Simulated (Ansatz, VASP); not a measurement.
# One calculation of Y, two programs

```
CELL_PARAMETERS angstrom
0.00000 2.58440 2.38560
2.58440 0.00000 2.38560
2.58440 2.58440 0.00000
ATOMIC_POSITIONS crystal
Y 0.00000 0.00000 0.00000
```

Change from the starting cell: strain +0.040 along x and y, -0.040 along z, atoms carried along.

Alike in both runs: task single point; functional PBEsol; k mesh 16 × 16 × 16; occupations gaussian, width 0.15 eV; no spin polarisation.

|  | VASP | Ansatz |
| --- | --- | --- |
| version | VASP 6.6.1 | Ansatz 0.2.0 |
| potentials or method | VASP PAW PBE potentials, release 64 (Y_sv), cutoff 520 eV | scalar-relativistic, plane waves, PAW |
| valence electrons in the cell | 11 | 11 |

|  | VASP | Ansatz | Ansatz less VASP |
| --- | --- | --- | --- |
| gap on the k mesh at the Fermi level (eV) | none | none | - |
| pressure (GPa) | -1.4 | -1.3 | +0.12 |
| traceless stress, the component that is largest in VASP (GPa) | 1.34 | 1.33 | -0.012 |

VASP's potentials were made for PBE, not for PBEsol. A gap of «none» marks a metal or a gap that the smearing closes.
